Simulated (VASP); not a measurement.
A run of VASP 6.6.1:

Contents of INCAR:

```
PREC     = Accurate       # precision mode
ENCUT    = 520            # plane-wave cutoff, eV
EDIFF    = 1E-6           # SCF threshold, eV
ISMEAR   = 0              # smearing method
SIGMA    = 0.15           # smearing width, eV
LREAL    = False          # projectors in reciprocal space
LASPH    = True           # aspherical terms in the spheres
NELM     = 80             # most SCF steps
ALGO     = Normal         # electronic algorithm
ISIF     = 2              # what is computed and relaxed
LWAVE    = False          # write WAVECAR
LCHARG   = False          # write CHGCAR
GGA      = PE             # functional
NBANDS   = 15             # bands
```

The input KPOINTS:

```
regular mesh
0
Gamma
  18 18 18
```

Contents of POSCAR:

```
TiC
1.0
    0.0000000000      2.1640000000      2.1640000000
    2.1640000000      0.0000000000      2.1640000000
    2.1640000000      2.1640000000      0.0000000000
Ti C
1 1
Direct
   -0.0462107209     -0.0462107209      0.0462107209
    0.5000000000      0.5000000000      0.5000000000
```

Potentials or basis: VASP PAW PBE potentials, release 64 (Ti_sv, C).

Command:

```console
$ cat potpaw_PBE.64/Ti_sv/POTCAR potpaw_PBE.64/C/POTCAR > POTCAR
$ mpirun -np 1 vasp_std > vasp.out
```

Hardware: 1 thread of Intel Xeon 8259CL, with other jobs on the host.

Estimate the wall time of this run.

Wall time 3.7 min on 1 thread of Intel Xeon 8259CL, on a shared host, peak memory 0.26 GiB. Counts: scf iterations 14, k points 480.
